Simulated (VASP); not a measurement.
Here is a VASP 6.6.1 calculation.

Contents of INCAR:

```
SYSTEM = ZnSbO2
  ALGO = Normal
  EDIFF = 1E-6
  ENCUT = 520
  GGA = PE
  ISIF = 2
  ISMEAR = 0
  LASPH = .True.
  LCHARG = .False.
  LREAL = .False.
  LWAVE = .False.
  NBANDS = 22
  NELM = 100
  PREC = Accurate
  SIGMA = 0.1
```

The input KPOINTS:

```
k-points
0
Gamma
  6 6 4
  0 0 0
```

File POSCAR:

```
ZnSbO2
1.0
    3.3872886300      0.0000000000      0.0000000000
    0.0000000000      3.3872886300      0.0000000000
    0.0000000000      0.0000000000      4.7364057000
Zn Sb O
1 1 2
Direct
    0.0000000000      0.0000000000      0.5000000000
    0.5000000000      0.5000000000      0.0000000000
    0.0000000000      0.0000000000      0.0000000000
    0.5000000000      0.5000000000      0.5000000000
```

Potentials or basis: VASP PAW PBE potentials, release 64 (Zn, Sb, O).

The run is started by

```sh
$ cat potpaw_PBE.64/Zn/POTCAR potpaw_PBE.64/Sb/POTCAR potpaw_PBE.64/O/POTCAR > POTCAR
$ mpirun -np 1 vasp_std > vasp.out
```

Question: Predict the pressure.

Answer: 3.3 GPa.

Stress tensor (GPa, compression positive):
```
2.96 0.00 0.00
0.00 2.96 0.00
0.00 0.00 3.87
```

Caveat: an odd number of electrons without spin polarisation forces a metal; a magnetic or distorted state may lie lower.
